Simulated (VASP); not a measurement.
# Sr2PbSe3 (Cmmm) in VASP: settings compared

The runs below take Sr2PbSe3 through single point, relaxation of cell and atoms, with PBEsol, r2SCAN+rVV10.

Program: VASP 6.6.1. These are calculated values, not measurements. Logs are shortened: lines on timing, memory, paths and dates and some standing lists are left out, and cuts for length are marked.

## 1. The cell of the first run

Symmetry: Cmmm, No. 65, orthorhombic system. The conventional cell has a = 6.098 Å, b = 14.261 Å, c = 4.542 Å, α = 90.00°, β = 90.00°, γ = 90.00°. Within 3.9 Å of Sr (site symmetry m2m) lie 5 Se at 2.99 to 3.07 Å. Pb (site symmetry mmm) has 6 Se at 3.05 to 3.08 Å within 4.0 Å. Se (site symmetry m2m) has 3 Sr at 2.99 to 3.05 Å and 2 Pb at 3.08 Å within 3.9 Å. Se (site symmetry mmm) has 2 Pb at 3.05 Å and 4 Sr at 3.07 Å within 4.0 Å.

## 2. Single point, PBEsol

INCAR reads:

```
SYSTEM = Sr2PbSe3
ALGO = Normal
EDIFF = 1E-6
ENCUT = 520
GGA = PS
ISIF = 2
ISMEAR = -1
LASPH = .True.
LCHARG = .True.
LELF = .True.
LREAL = .False.
LVHAR = .True.
LWAVE = .False.
NBANDS = 35
NELM = 80
PREC = Accurate
SIGMA = 0.03
```

KPOINTS reads:

```
k-points
0
Gamma
  4 4 4
  0 0 0
```

POSCAR reads:

```
Sr2PbSe3
1.0
    3.0492305117     -7.1307478808      0.0000000000
    3.0492305117      7.1307478808      0.0000000000
    0.0000000000      0.0000000000      4.5421717105
Sr Pb Se
2 1 3
Direct
    0.6445059612      0.3554940388      0.5000000000
    0.3554940388      0.6445059612      0.5000000000
    0.0000000000      0.0000000000      0.0000000000
    0.1458880464      0.8541119536      0.5000000000
    0.8541119536      0.1458880464      0.5000000000
    0.5000000000      0.5000000000      0.0000000000
```

Potentials or basis: VASP PAW PBE potentials, release 64 (Sr_sv, Pb_d, Se).

Run with:

```bash
$ cat potpaw_PBE.64/Sr_sv/POTCAR potpaw_PBE.64/Pb_d/POTCAR potpaw_PBE.64/Se/POTCAR > POTCAR
$ mpirun -np 1 vasp_std > vasp.out
```

OUTCAR:

```text
SYSTEM = Sr2PbSe3
   EDIFF = 1E-6
   ENCUT = 520
   GGA = PS
   ISIF = 2
   ISMEAR = -1
   LASPH = .True.
   LREAL = .False.
   NELM = 80
   PREC = Accurate

 ion  position               nearest neighbor table
   1  0.645  0.355  0.500-   5 2.99   4 3.05   4 3.05   6 3.07   6 3.07   2 4.12   2 4.28   2 4.28
                             3 4.32   3 4.32   3 4.32   3 4.32
   2  0.355  0.645  0.500-   4 2.99   5 3.05   5 3.05   6 3.07   6 3.07   1 4.12   1 4.28   1 4.28
                             3 4.32   3 4.32   3 4.32   3 4.32
   3  0.000  0.000  0.000-   6 3.05   6 3.05   4 3.08   4 3.08   5 3.08   5 3.08   2 4.32   2 4.32
                             1 4.32   1 4.32   1 4.32   2 4.32   2 4.32   1 4.32
   4  0.146  0.854  0.500-   2 2.99   1 3.05   1 3.05   3 3.08   3 3.08
   5  0.854  0.146  0.500-   1 2.99   2 3.05   2 3.05   3 3.08   3 3.08
   6  0.500  0.500  0.000-   3 3.05   3 3.05   1 3.07   1 3.07   2 3.07   2 3.07

  LATTYP: Found a base centered orthorhombic cell.
 ALAT       =     6.0984610234
 B/A-ratio  =     2.3385401181
 C/A-ratio  =     0.7448062213

  Lattice vectors:

 A1 = (   3.0492305117,  -7.1307478808,   0.0000000000)
 A2 = (   3.0492305117,   7.1307478808,   0.0000000000)
 A3 = (   0.0000000000,   0.0000000000,   4.5421717105)

Analysis of symmetry for initial positions (statically):
=====================================================================
 Subroutine PRICEL returns:
 Original cell was already a primitive cell.

 Routine SETGRP: Setting up the symmetry group for a
 base centered orthorhombic supercell.

 Subroutine GETGRP returns: Found  8 space group operations
 (whereof  8 operations were pure point group operations)
 out of a pool of  8 trial point group operations.

The static configuration has the point symmetry D_2h.

Analysis of symmetry for dynamics (positions and initial velocities):
=====================================================================
 Subroutine PRICEL returns:
 Original cell was already a primitive cell.

 Routine SETGRP: Setting up the symmetry group for a
 base centered orthorhombic supercell.

 Subroutine GETGRP returns: Found  8 space group operations
 (whereof  8 operations were pure point group operations)
 out of a pool of  8 trial point group operations.

The dynamic configuration has the point symmetry D_2h.

 Subroutine INISYM returns: Found  8 space group operations
 (whereof  8 operations are pure point group operations),
 and found     1 'primitive' translations

----------------------------------------------------------------------------------------

                                     Primitive cell

  volume of cell :     197.5235

  direct lattice vectors                    reciprocal lattice vectors
     3.049230512 -7.130747881  0.000000000     0.163975796 -0.070118872  0.000000000
     3.049230512  7.130747881  0.000000000     0.163975796  0.070118872  0.000000000
     0.000000000  0.000000000  4.542171710     0.000000000  0.000000000  0.220159004

  length of vectors
     7.755344741  7.755344741  4.542171710     0.178338773  0.178338773  0.220159004

  position of ions in fractional coordinates (direct lattice)
     0.644505961  0.355494039  0.500000000
     0.355494039  0.644505961  0.500000000
     0.000000000  0.000000000  0.000000000
     0.145888046  0.854111954  0.500000000
     0.854111954  0.145888046  0.500000000
     0.500000000  0.500000000  0.000000000

  ion indices of the primitive-cell ions
   primitive index   ion index
                 1           1
                 2           2
                 3           3
                 4           4
                 5           5
                 6           6

----------------------------------------------------------------------------------------

 KPOINTS: k-points

Automatic generation of k-mesh.
 Grid dimensions read from file:
 generate k-points for:    4    4    4

 Generating k-lattice:

  Cartesian coordinates                     Fractional coordinates (reciprocal lattice)
     0.040993949 -0.017529718  0.000000000     0.250000000  0.000000000  0.000000000
     0.040993949  0.017529718  0.000000000     0.000000000  0.250000000  0.000000000
     0.000000000  0.000000000  0.055039751     0.000000000  0.000000000  0.250000000

  Length of vectors
     0.044584693  0.044584693  0.055039751

  Shift w.r.t. Gamma in fractional coordinates (k-lattice)
     0.000000000  0.000000000  0.000000000

 Subroutine IBZKPT returns following result:
 ===========================================

 Found     21 irreducible k-points:

 Following reciprocal coordinates:
            Coordinates               Weight
  0.000000  0.000000  0.000000      1.000000
  0.250000  0.000000  0.000000      4.000000
  0.500000  0.000000  0.000000      2.000000
  0.250000  0.250000  0.000000      2.000000
  0.500000  0.250000  0.000000      4.000000
 -0.250000  0.250000  0.000000      2.000000
[... 13 lines left out ...]
 -0.250000  0.250000  0.500000      2.000000
  0.500000  0.500000  0.500000      1.000000
   k-points           NKPTS =     21   k-points in BZ     NKDIM =     21   number of bands    NBANDS=     35
   number of dos      NEDOS =    301   number of ions     NIONS =      6
   total plane-waves  NPLWV = 129600
   dimension x,y,z NGX =    60 NGY =   60 NGZ =   36
   dimension x,y,z NGXF=   120 NGYF=  120 NGZF=   72
   ions per type =               2   1   3
   NGX,Y,Z   is equivalent  to a cutoff of  12.86, 12.86, 13.18 a.u.
   NGXF,Y,Z  is equivalent  to a cutoff of  25.72, 25.72, 26.35 a.u.
 SYSTEM =  Sr2PbSe3
   PREC   = accura    normal or accurate (medium, high low for compatibility)
   ISTART =      0    job   : 0-new  1-cont  2-samecut
   ICHARG =      2    charge: 1-file 2-atom 10-const
   ISPIN  =      1    spin polarized calculation?
   LNONCOLLINEAR =      F non collinear calculations
   LSORBIT =      F    spin-orbit coupling
   LASPH  =      T    aspherical Exc in radial PAW
   ENCUT  =  520.0 eV  38.22 Ry    6.18 a.u.  14.42 14.42  8.45*2*pi/ulx,y,z
   NELM   =     80;   NELMIN=  2; NELMDL= -5     # of ELM steps
   EDIFF  = 0.1E-05   stopping-criterion for ELM
   LREAL  =      F    real-space projection
   EDIFFG = 0.1E-04   stopping-criterion for IOM
   NSW    =      0    number of steps for IOM
   IBRION =     -1    ionic relax: 0-MD 1-quasi-New 2-CG
   NFREE  =      0    steps in history (QN), initial steepest desc. (CG)
   ISIF   =      2    stress and relaxation
   ISYM   =      2    0-nonsym 1-usesym 2-fastsym
   POTIM  = 0.5000    time-step for ionic-motion
   TEBEG  =    0.0;   TEEND  =   0.0 temperature during run
   PSTRESS=    0.0 pullay stress
   NELECT =      52.0000    total number of electrons
   NUPDOWN=      -1.0000    fix difference up-down
   EMIN   =  10.00;   EMAX   =-10.00  energy-range for DOS
   EFERMI =   0.00;   METHOD = LEGACY
   ISMEAR =    -1;   SIGMA  =   0.03  broadening in eV -4-tet -1-fermi 0-gaus
   EFERMI_NEDOS =   21; number of points for ismear=-14 and -15
   IALGO  =     38    algorithm
   IMIX   =      4    mixing-type and parameters
     AMIX     =   0.40;   BMIX     =  1.00
     AMIX_MAG =   1.60;   BMIX_MAG =  1.00
  volume/ion in A,a.u.               =      32.92       222.16
  Fermi-wavevector in a.u.,A,eV,Ry     =   1.049227  1.982752 14.978358  1.100878
  Thomas-Fermi vector in A             =   2.184181
   LORBIT       =      0    0 simple, 1 ext, 2 COOP (PROOUT), +10 PAW based schemes
   GGA     = PS    functional components
   LHFCALC =     F    Hartree Fock is set to
   AEXX    =    0.0000 exact exchange contribution
   IVDW    =     0    specifies the selected vdW correction
   LEPSILON=     F    determine dielectric tensor
   LRPA    =     F    only Hartree local field effects (RPA)
 non-spin polarized calculation
  energy-cutoff  :      520.00
  volume of cell :      197.52
 maximum number of plane-waves:      5349
 NGX is ok and might be reduce to    60
   NGX = 29   NGY = 29   NGZ = 17

 number of electron      51.9999998 magnetization

 Free energy of the ion-electron system (eV)
  ---------------------------------------------------
  ext. energy  EPLUGINS =         0.00000000
  ---------------------------------------------------
  free energy    TOTEN  =       -27.67291037 eV

  energy without entropy =      -27.67291037  energy(sigma->0) =      -27.67291037

 E-fermi :   2.8249     XC(G=0):  -8.6313

 val. band max:        2.0592860418   @ k =   0.5000   0.5000   0.2500
 cond. band min:       3.8946171798   @ k =   0.5000   0.0000   0.5000
 fundamental gap:      1.8353311380
 Fermi energy:         2.8249283422

 k-point     1 :       0.0000    0.0000    0.0000
  band No.  band energies     occupation
      1     -32.3843      2.00000
      2     -32.3738      2.00000
      3     -14.6080      2.00000
      4     -14.5142      2.00000
      5     -14.4851      2.00000
      6     -14.4481      2.00000
[... 27 lines left out ...]
     34       7.0269      0.00000
     35       7.2769      0.00000

 k-point     2 :       0.2500    0.0000    0.0000
  band No.  band energies     occupation
      1     -32.3830      2.00000
      2     -32.3749      2.00000
      3     -14.6030      2.00000
      4     -14.5122      2.00000
      5     -14.4900      2.00000
      6     -14.4870      2.00000
[... 27 lines left out ...]
     34       6.9462      0.00000
     35       7.2391      0.00000

 k-point     3 :       0.5000    0.0000    0.0000
  band No.  band energies     occupation
      1     -32.3813      2.00000
      2     -32.3766      2.00000
      3     -14.6003      2.00000
      4     -14.5221      2.00000
      5     -14.5096      2.00000
      6     -14.4895      2.00000
[... 27 lines left out ...]
     34       7.4290      0.00000
     35       7.6457      0.00000
[... 609 lines left out ...]
 k-point    20 :      -0.2500    0.2500    0.5000
  band No.  band energies     occupation
      1     -32.3802      2.00000
      2     -32.3729      2.00000
      3     -14.6382      2.00000
      4     -14.5633      2.00000
      5     -14.5293      2.00000
      6     -14.4456      2.00000
[... 27 lines left out ...]
     34       7.3638      0.00000
     35       7.5802      0.00000

 k-point    21 :       0.5000    0.5000    0.5000
  band No.  band energies     occupation
      1     -32.3772      2.00000
      2     -32.3759      2.00000
      3     -14.6316      2.00000
      4     -14.5703      2.00000
      5     -14.4926      2.00000
      6     -14.4536      2.00000
[... 27 lines left out ...]
     34       7.5955      0.00000
     35       7.7299      0.00000

------------------------ aborting loop because EDIFF is reached ----------------------------------------

  FORCE on cell =-STRESS in cart. coord.  units (eV):
  Direction    XX          YY          ZZ          XY          YZ          ZX
  --------------------------------------------------------------------------------------
  -------------------------------------------------------------------------------------
  Total        0.2138855      0.1705440      0.0791689      0.0000000      0.0000000      0.0000000
  in kB        1.7348945      1.3833376      0.6421642      0.0000000      0.0000000      0.0000000
  external PRESSURE =       1.2534654 kB  Pullay stress =       0.0000000 kB

 VOLUME and BASIS-vectors are now :
 -----------------------------------------------------------------------------
  energy-cutoff  :      520.00
  volume of cell :      197.52
      direct lattice vectors                 reciprocal lattice vectors
     3.049230512 -7.130747881  0.000000000     0.163975796 -0.070118872  0.000000000
     3.049230512  7.130747881  0.000000000     0.163975796  0.070118872  0.000000000
     0.000000000  0.000000000  4.542171710     0.000000000  0.000000000  0.220159004

 POSITION                                       TOTAL-FORCE (eV/Angst)
 -----------------------------------------------------------------------------------
      3.04923     -2.06087      2.27109         0.000000     -0.002047      0.000000
      3.04923      2.06087      2.27109         0.000000      0.002047      0.000000
      0.00000      0.00000      0.00000        -0.000000     -0.000000      0.000000
      3.04923      5.05017      2.27109         0.000000      0.011207     -0.000000
      3.04923     -5.05017      2.27109         0.000000     -0.011207      0.000000
      3.04923      0.00000      0.00000         0.000000     -0.000000      0.000000
 -----------------------------------------------------------------------------------
    total drift:                                0.000000      0.000000     -0.000000

  FREE ENERGIE OF THE ION-ELECTRON SYSTEM (eV)
  ---------------------------------------------------
  free  energy   TOTEN  =       -27.6729103687 eV

  energy  without entropy=      -27.6729103687  energy(sigma->0) =      -27.67291037
```

Run time: 2.5 min. Hardware: 1 thread of AMD EPYC 9R45 (Zen 5), shared host; peak memory 0.39 GiB.

Results:

| Item | Value |
| --- | --- |
| Free energy | -27.6729 eV |
| Pressure | 0.1 GPa |
| Largest force | 0.011 eV/Å |
| Band gap on the k mesh | 1.84 eV (least direct gap 2.05 eV) |

Forces on the atoms (eV/Å):
```
Sr   0.000 -0.002  0.000
Sr   0.000  0.002  0.000
Pb   0.000  0.000  0.000
Se   0.000  0.011  0.000
Se   0.000 -0.011  0.000
Se   0.000  0.000  0.000
```

Levels at points of the mesh, in eV from the valence-band top:
| k point | band 22 | band 23 | band 24 | band 25 | band 26 | band 27 | band 28 | band 29 | band 30 | band 31 |
| --- | --- | --- | --- | --- | --- | --- | --- | --- | --- | --- |
| (0.00, 0.00, 0.00) | -1.15 | -1.05 | -0.92 | -0.45 | -0.39 | 2.05 | 2.97 | 3.13 | 3.52 | 3.90 |
| (0.50, 0.00, 0.00) | -1.47 | -1.44 | -1.05 | -0.59 | -0.25 | 1.89 | 2.29 | 2.71 | 3.55 | 4.11 |
| (0.50, 0.50, 0.00) | -1.12 | -0.84 | -0.75 | -0.65 | -0.58 | 2.39 | 2.84 | 3.26 | 4.10 | 4.13 |
| (0.00, 0.00, 0.50) | -1.30 | -1.13 | -0.85 | -0.81 | -0.66 | 2.50 | 3.69 | 3.84 | 3.96 | 3.96 |
| (0.50, 0.00, 0.50) | -1.74 | -1.57 | -0.90 | -0.85 | -0.22 | 1.84 | 3.18 | 3.31 | 4.03 | 4.42 |
| (0.50, 0.50, 0.50) | -1.37 | -1.25 | -1.13 | -0.59 | -0.19 | 2.40 | 2.90 | 3.37 | 3.40 | 4.19 |

Caveat: the PAW data sets were made with another functional, which shifts forces and pressure a little; spin-orbit coupling is left out, which moves the levels of the heavy elements.

[end of part 1 of 2]
